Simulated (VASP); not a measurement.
# Zr4H (Pm-3m) in VASP: notebook

The runs below take Zr4H through single point, relaxation of cell and atoms, with PBE.

All numbers are computed with VASP 6.6.1; they aren't measurements. Logs are shortened: lines on timing, memory, paths and dates and some standing lists are left out, and cuts for length are marked.

### Step 1. The cell of the first run

The structure is cubic, space group Pm-3m (No. 221). The conventional cell has a = 4.066 Å, b = 4.066 Å, c = 4.066 Å, α = 90.00°, β = 90.00°, γ = 90.00°. Within 2.7 Å of Zr (site symmetry 4/mmm) lie 2 H at 2.03 Å. Zr (site symmetry m-3m) has 12 Zr at 2.88 Å and 8 H at 3.52 Å within 3.8 Å. H (site symmetry m-3m) has 6 Zr at 2.03 Å within 2.7 Å.

The cell was generated, and may not be a known phase.

### Step 2. Single point, PBE

Input file INCAR:

```
SYSTEM = Zr4H
  PREC = Accurate
  ENCUT = 520
  EDIFF = 1E-6
  ISMEAR = 0
  SIGMA = 0.1
  LREAL = .False.
  LASPH = .True.
  NELM = 100
  ALGO = Normal
  ISIF = 2
  LWAVE = .False.
  LCHARG = .False.
  GGA = PE
  NBANDS = 32
```

Input file KPOINTS:

```
regular mesh
0
Gamma
  4 4 4
  0 0 0
```

Input file POSCAR:

```
Zr4H
1.0
    4.0663121700      0.0000000000      0.0000000000
    0.0000000000      4.0663121700      0.0000000000
    0.0000000000      0.0000000000      4.0663121700
Zr H
4 1
Direct
    0.0000000000      0.5000000000      0.5000000000
    0.5000000000      0.5000000000      0.0000000000
    0.5000000000      0.0000000000      0.5000000000
    0.0000000000      0.0000000000      0.0000000000
    0.5000000000      0.5000000000      0.5000000000
```

Potentials or basis: VASP PAW PBE potentials, release 64 (Zr_sv, H).

The run is started by

```bash
> cat potpaw_PBE.64/Zr_sv/POTCAR potpaw_PBE.64/H/POTCAR > POTCAR
> mpirun -np 1 vasp_std > vasp.out
```

OUTCAR:

```text
SYSTEM = Zr4H
   PREC = Accurate
   ENCUT = 520
   EDIFF = 1E-6
   ISMEAR = 0
   LREAL = .False.
   LASPH = .True.
   NELM = 100
   ISIF = 2
   GGA = PE

 ion  position               nearest neighbor table
   1  0.000  0.500  0.500-   5 2.03   5 2.03   4 2.88   2 2.88   2 2.88   4 2.88   3 2.88   4 2.88
                             4 2.88   2 2.88   3 2.88   3 2.88   2 2.88   3 2.88
   2  0.500  0.500  0.000-   5 2.03   5 2.03   4 2.88   1 2.88   1 2.88   3 2.88   3 2.88   3 2.88
                             4 2.88   3 2.88   1 2.88   4 2.88   1 2.88   4 2.88
   3  0.500  0.000  0.500-   5 2.03   5 2.03   4 2.88   1 2.88   2 2.88   4 2.88   1 2.88   2 2.88
                             2 2.88   2 2.88   1 2.88   4 2.88   4 2.88   1 2.88
   4  0.000  0.000  0.000-   1 2.88   2 2.88   3 2.88   1 2.88   3 2.88   1 2.88   2 2.88   1 2.88
                             2 2.88   3 2.88   3 2.88   2 2.88
   5  0.500  0.500  0.500-   1 2.03   2 2.03   3 2.03   2 2.03   3 2.03   1 2.03

  LATTYP: Found a simple cubic cell.
 ALAT       =     4.0663121700

  Lattice vectors:

 A1 = (   4.0663121700,   0.0000000000,   0.0000000000)
 A2 = (   0.0000000000,   4.0663121700,   0.0000000000)
 A3 = (   0.0000000000,   0.0000000000,   4.0663121700)

Analysis of symmetry for initial positions (statically):
=====================================================================
 Subroutine PRICEL returns:
 Original cell was already a primitive cell.

 Routine SETGRP: Setting up the symmetry group for a
 simple cubic supercell.

 Subroutine GETGRP returns: Found 48 space group operations
 (whereof 48 operations were pure point group operations)
 out of a pool of 48 trial point group operations.

The static configuration has the point symmetry O_h .

Analysis of symmetry for dynamics (positions and initial velocities):
=====================================================================
 Subroutine PRICEL returns:
 Original cell was already a primitive cell.

 Routine SETGRP: Setting up the symmetry group for a
 simple cubic supercell.

 Subroutine GETGRP returns: Found 48 space group operations
 (whereof 48 operations were pure point group operations)
 out of a pool of 48 trial point group operations.

The dynamic configuration has the point symmetry O_h .

 Subroutine INISYM returns: Found 48 space group operations
 (whereof 48 operations are pure point group operations),
 and found     1 'primitive' translations

----------------------------------------------------------------------------------------

                                     Primitive cell

  volume of cell :      67.2360

  direct lattice vectors                    reciprocal lattice vectors
     4.066312170  0.000000000  0.000000000     0.245923077  0.000000000  0.000000000
     0.000000000  4.066312170  0.000000000     0.000000000  0.245923077  0.000000000
     0.000000000  0.000000000  4.066312170     0.000000000  0.000000000  0.245923077

  length of vectors
     4.066312170  4.066312170  4.066312170     0.245923077  0.245923077  0.245923077

  position of ions in fractional coordinates (direct lattice)
     0.000000000  0.500000000  0.500000000
     0.500000000  0.500000000  0.000000000
     0.500000000  0.000000000  0.500000000
     0.000000000  0.000000000  0.000000000
     0.500000000  0.500000000  0.500000000

  ion indices of the primitive-cell ions
   primitive index   ion index
                 1           1
                 2           2
                 3           3
                 4           4
                 5           5

----------------------------------------------------------------------------------------

 KPOINTS: regular mesh

Automatic generation of k-mesh.
 Grid dimensions read from file:
 generate k-points for:    4    4    4

 Generating k-lattice:

  Cartesian coordinates                     Fractional coordinates (reciprocal lattice)
     0.061480769  0.000000000  0.000000000     0.250000000  0.000000000  0.000000000
     0.000000000  0.061480769  0.000000000     0.000000000  0.250000000  0.000000000
     0.000000000  0.000000000  0.061480769     0.000000000  0.000000000  0.250000000

  Length of vectors
     0.061480769  0.061480769  0.061480769

  Shift w.r.t. Gamma in fractional coordinates (k-lattice)
     0.000000000  0.000000000  0.000000000

 Subroutine IBZKPT returns following result:
 ===========================================

 Found     10 irreducible k-points:

 Following reciprocal coordinates:
            Coordinates               Weight
  0.000000  0.000000  0.000000      1.000000
  0.250000  0.000000  0.000000      6.000000
  0.500000  0.000000  0.000000      3.000000
  0.250000  0.250000  0.000000     12.000000
  0.500000  0.250000  0.000000     12.000000
  0.500000  0.500000  0.000000      3.000000
  0.250000  0.250000  0.250000      8.000000
  0.500000  0.250000  0.250000     12.000000
  0.500000  0.500000  0.250000      6.000000
  0.500000  0.500000  0.500000      1.000000
   k-points           NKPTS =     10   k-points in BZ     NKDIM =     10   number of bands    NBANDS=     32
   number of dos      NEDOS =    301   number of ions     NIONS =      5
   total plane-waves  NPLWV =  27000
   dimension x,y,z NGX =    30 NGY =   30 NGZ =   30
   dimension x,y,z NGXF=    60 NGYF=   60 NGZF=   60
   ions per type =               4   1
   NGX,Y,Z   is equivalent  to a cutoff of  12.27, 12.27, 12.27 a.u.
   NGXF,Y,Z  is equivalent  to a cutoff of  24.53, 24.53, 24.53 a.u.
 SYSTEM =  Zr4H
   PREC   = accura    normal or accurate (medium, high low for compatibility)
   ISTART =      0    job   : 0-new  1-cont  2-samecut
   ICHARG =      2    charge: 1-file 2-atom 10-const
   ISPIN  =      1    spin polarized calculation?
   LNONCOLLINEAR =      F non collinear calculations
   LSORBIT =      F    spin-orbit coupling
   LASPH  =      T    aspherical Exc in radial PAW
   ENCUT  =  520.0 eV  38.22 Ry    6.18 a.u.   7.56  7.56  7.56*2*pi/ulx,y,z
   NELM   =    100;   NELMIN=  2; NELMDL= -5     # of ELM steps
   EDIFF  = 0.1E-05   stopping-criterion for ELM
   LREAL  =      F    real-space projection
   EDIFFG = 0.1E-04   stopping-criterion for IOM
   NSW    =      0    number of steps for IOM
   IBRION =     -1    ionic relax: 0-MD 1-quasi-New 2-CG
   NFREE  =      0    steps in history (QN), initial steepest desc. (CG)
   ISIF   =      2    stress and relaxation
   ISYM   =      2    0-nonsym 1-usesym 2-fastsym
   POTIM  = 0.5000    time-step for ionic-motion
   TEBEG  =    0.0;   TEEND  =   0.0 temperature during run
   PSTRESS=    0.0 pullay stress
   NELECT =      49.0000    total number of electrons
   NUPDOWN=      -1.0000    fix difference up-down
   EMIN   =  10.00;   EMAX   =-10.00  energy-range for DOS
   EFERMI =   0.00;   METHOD = LEGACY
   ISMEAR =     0;   SIGMA  =   0.10  broadening in eV -4-tet -1-fermi 0-gaus
   EFERMI_NEDOS =   21; number of points for ismear=-14 and -15
   IALGO  =     38    algorithm
   IMIX   =      4    mixing-type and parameters
     AMIX     =   0.40;   BMIX     =  1.00
     AMIX_MAG =   1.60;   BMIX_MAG =  1.00
  volume/ion in A,a.u.               =      13.45        90.75
  Fermi-wavevector in a.u.,A,eV,Ry     =   1.473238  2.784015 29.530482  2.170429
  Thomas-Fermi vector in A             =   2.588155
   LORBIT       =      0    0 simple, 1 ext, 2 COOP (PROOUT), +10 PAW based schemes
   GGA     = PE    functional components
   LHFCALC =     F    Hartree Fock is set to
   AEXX    =    0.0000 exact exchange contribution
   IVDW    =     0    specifies the selected vdW correction
   LEPSILON=     F    determine dielectric tensor
   LRPA    =     F    only Hartree local field effects (RPA)
 non-spin polarized calculation
 Gauss-broadening in eV      SIGMA  =   0.10
  energy-cutoff  :      520.00
  volume of cell :       67.24
 maximum number of plane-waves:      1856
   NGX = 15   NGY = 15   NGZ = 15

 number of electron      49.0000001 magnetization

 Free energy of the ion-electron system (eV)
  ---------------------------------------------------
  ext. energy  EPLUGINS =         0.00000000
  ---------------------------------------------------
  free energy    TOTEN  =       -34.20763154 eV

  energy without entropy =      -34.19366026  energy(sigma->0) =      -34.20064590

 E-fermi :  13.1777     XC(G=0): -12.8002

 val. band max:       13.1104103590   @ k =   0.2500   0.2500   0.2500
 cond. band min:      13.1977727358   @ k =   0.5000   0.5000   0.2500
 fundamental gap:      0.0873623768
 Fermi energy:        13.1776799729

 k-point     1 :       0.0000    0.0000    0.0000
  band No.  band energies     occupation
      1     -35.1409      2.00000
      2     -34.4882      2.00000
      3     -34.4428      2.00000
      4     -34.4428      2.00000
      5     -14.2129      2.00000
      6     -14.2129      2.00000
[... 24 lines left out ...]
     31      18.6225      0.00000
     32      20.4911      0.00000

 k-point     2 :       0.2500    0.0000    0.0000
  band No.  band energies     occupation
      1     -35.0451      2.00000
      2     -34.5664      2.00000
      3     -34.4668      2.00000
      4     -34.4414      2.00000
      5     -14.0188      2.00000
      6     -14.0188      2.00000
[... 24 lines left out ...]
     31      18.0651      0.00000
     32      18.0974      0.00000

 k-point     3 :       0.5000    0.0000    0.0000
  band No.  band energies     occupation
      1     -34.8173      2.00000
      2     -34.7997      2.00000
      3     -34.4678      2.00000
      4     -34.4400      2.00000
      5     -13.5603      2.00000
      6     -13.5603      2.00000
[... 24 lines left out ...]
     31      16.4743      0.00000
     32      16.4745      0.00000

 k-point     4 :       0.2500    0.2500    0.0000
  band No.  band energies     occupation
      1     -34.9616      2.00000
      2     -34.5628      2.00000
      3     -34.5310      2.00000
      4     -34.4657      2.00000
      5     -13.9352      2.00000
      6     -13.8444      2.00000
[... 24 lines left out ...]
     31      17.5516      0.00000
     32      17.6044      0.00000

 k-point     5 :       0.5000    0.2500    0.0000
  band No.  band energies     occupation
      1     -34.7670      2.00000
      2     -34.7463      2.00000
      3     -34.5173      2.00000
      4     -34.4918      2.00000
      5     -13.8367      2.00000
      6     -13.6516      2.00000
[... 24 lines left out ...]
     31      16.5142      0.00000
     32      16.5988      0.00000

 k-point     6 :       0.5000    0.5000    0.0000
  band No.  band energies     occupation
      1     -34.6663      2.00000
      2     -34.6194      2.00000
      3     -34.6172      2.00000
      4     -34.6172      2.00000
      5     -13.9815      2.00000
      6     -13.6722      2.00000
[... 24 lines left out ...]
     31      15.7088      0.00000
     32      15.7469      0.00000

 k-point     7 :       0.2500    0.2500    0.2500
  band No.  band energies     occupation
      1     -34.8909      2.00000
      2     -34.5694      2.00000
      3     -34.5291      2.00000
      4     -34.5291      2.00000
      5     -14.1309      2.00000
      6     -13.9295      2.00000
[... 24 lines left out ...]
     31      16.1341      0.00000
     32      16.3861      0.00000

 k-point     8 :       0.5000    0.2500    0.2500
  band No.  band energies     occupation
      1     -34.7308      2.00000
      2     -34.7072      2.00000
      3     -34.5508      2.00000
      4     -34.5272      2.00000
      5     -14.2429      2.00000
      6     -14.0147      2.00000
[... 24 lines left out ...]
     31      15.3513      0.00000
     32      15.4938      0.00000

 k-point     9 :       0.5000    0.5000    0.2500
  band No.  band energies     occupation
      1     -34.6640      2.00000
      2     -34.6159      2.00000
      3     -34.6148      2.00000
      4     -34.6148      2.00000
      5     -14.4438      2.00000
      6     -14.0925      2.00000
[... 24 lines left out ...]
     31      14.8387      0.00000
     32      14.8953      0.00000

 k-point    10 :       0.5000    0.5000    0.5000
  band No.  band energies     occupation
      1     -34.6616      2.00000
      2     -34.6124      2.00000
      3     -34.6124      2.00000
      4     -34.6124      2.00000
      5     -14.7344      2.00000
      6     -14.3518      2.00000
[... 24 lines left out ...]
     31      16.2044      0.00000
     32      16.2044      0.00000

------------------------ aborting loop because EDIFF is reached ----------------------------------------

  FORCE on cell =-STRESS in cart. coord.  units (eV):
  Direction    XX          YY          ZZ          XY          YZ          ZX
  --------------------------------------------------------------------------------------
  -------------------------------------------------------------------------------------
  Total       24.7520305     24.7520305     24.7520305      0.0000000      0.0000000     -0.0000000
  in kB      589.8196879    589.8196879    589.8196879      0.0000000      0.0000000     -0.0000000
  external PRESSURE =     589.8196879 kB  Pullay stress =       0.0000000 kB

 VOLUME and BASIS-vectors are now :
 -----------------------------------------------------------------------------
  energy-cutoff  :      520.00
  volume of cell :       67.24
      direct lattice vectors                 reciprocal lattice vectors
     4.066312170  0.000000000  0.000000000     0.245923077  0.000000000  0.000000000
     0.000000000  4.066312170  0.000000000     0.000000000  0.245923077  0.000000000
     0.000000000  0.000000000  4.066312170     0.000000000  0.000000000  0.245923077

 POSITION                                       TOTAL-FORCE (eV/Angst)
 -----------------------------------------------------------------------------------
      0.00000      2.03316      2.03316         0.000000      0.000000      0.000000
      2.03316      2.03316      0.00000         0.000000      0.000000      0.000000
      2.03316      0.00000      2.03316         0.000000      0.000000      0.000000
      0.00000      0.00000      0.00000         0.000000      0.000000      0.000000
      2.03316      2.03316      2.03316         0.000000      0.000000      0.000000
 -----------------------------------------------------------------------------------
    total drift:                                0.000000      0.000000     -0.000000

  FREE ENERGIE OF THE ION-ELECTRON SYSTEM (eV)
  ---------------------------------------------------
  free  energy   TOTEN  =       -34.2076315403 eV

  energy  without entropy=      -34.1936602577  energy(sigma->0) =      -34.20064590
```

Run time: 11 s. Hardware: 1 thread of Intel Xeon 6975P-C (Granite Rapids), shared host; peak memory 0.17 GiB.

Results:

| Quantity | Value |
| --- | --- |
| Free energy | -34.2076 eV |
| Pressure | 59.0 GPa |
| Band gap on the k mesh | zero (an odd number of electrons rules out a gap without spin polarisation) |

Levels at points of the mesh, in eV from the Fermi level:
```tsv
k point	band 20	band 21	band 22	band 23	band 24	band 25	band 26	band 27	band 28	band 29
(0.00, 0.00, 0.00)	-4.39	-3.58	-3.58	-3.58	0.97	0.97	0.97	4.57	4.57	5.44
(0.50, 0.00, 0.00)	-2.51	-1.95	-1.75	-0.42	-0.42	-0.37	-0.37	1.11	1.78	2.82
(0.50, 0.50, 0.00)	-1.40	-1.33	-0.75	-0.53	-0.53	-0.48	-0.48	-0.44	-0.44	2.05
(0.50, 0.50, 0.50)	-3.97	-3.71	0.21	0.21	0.21	0.71	0.71	0.71	0.75	0.75
```

Caveat: the k points lie up to 0.39 Å⁻¹ apart, too coarse for converged energies and pressures of a metal.

### Step 3. Single point, PBE

This run uses another cell than the first one, of 18.75 Å³/atom.

Input file INCAR:

```
SYSTEM = Zr4H
PREC = Accurate ; ENCUT = 520
EDIFF = 1E-6 ; ISMEAR = 0
SIGMA = 0.1 ; LREAL = .FALSE.
LASPH = .TRUE. ; NELM = 60
ALGO = Normal ; ISIF = 2
LWAVE = .FALSE. ; LCHARG = .FALSE.
GGA = PE ; NBANDS = 32
```

Input file KPOINTS:

```
Automatic mesh
0
G
  4 4 4
  0 0 0
```

Changes to POSCAR since step 2:

```diff
@@ -2,5 +2,5 @@
 1.0
-    4.0663121700      0.0000000000      0.0000000000
-    0.0000000000      4.0663121700      0.0000000000
-    0.0000000000      0.0000000000      4.0663121700
+    4.5428500465      0.0000000000      0.0000000000
+    0.0000000000      4.5428500465      0.0000000000
+    0.0000000000      0.0000000000      4.5428500465
 Zr H
```

Potentials or basis: VASP PAW PBE potentials, release 64 (Zr_sv, H).

The run is started by

```bash
> cat potpaw_PBE.64/Zr_sv/POTCAR potpaw_PBE.64/H/POTCAR > POTCAR
> mpirun -np 1 vasp_std > vasp.out
```

Wall time 14 s (1 thread of Intel Xeon 6975P-C (Granite Rapids), shared host); peak memory 0.2 GiB.

The run converged. Its results:

```
Free energy            : -38.0210 eV
Pressure               : 0.2 GPa
Band gap on the k mesh : zero (an odd number of electrons rules out a gap without spin polarisation)
```

Levels at points of the mesh, in eV from the Fermi level:
```
           k point  band 22  band 23  band 24  band 25  band 26  band 27
(0.00, 0.00, 0.00)    -2.36    -2.36     0.79     0.79     0.79     2.60
(0.50, 0.00, 0.00)    -1.01    -0.66    -0.66    -0.58    -0.58     0.61
(0.50, 0.50, 0.00)    -0.83    -0.60    -0.60    -0.51    -0.44    -0.44
(0.50, 0.50, 0.50)     0.29     0.29     0.29     0.65     0.65     0.65
```

[end of part 1 of 2]

The gap in the log of VASP goes by the Fermi energy; the results here count the filled bands.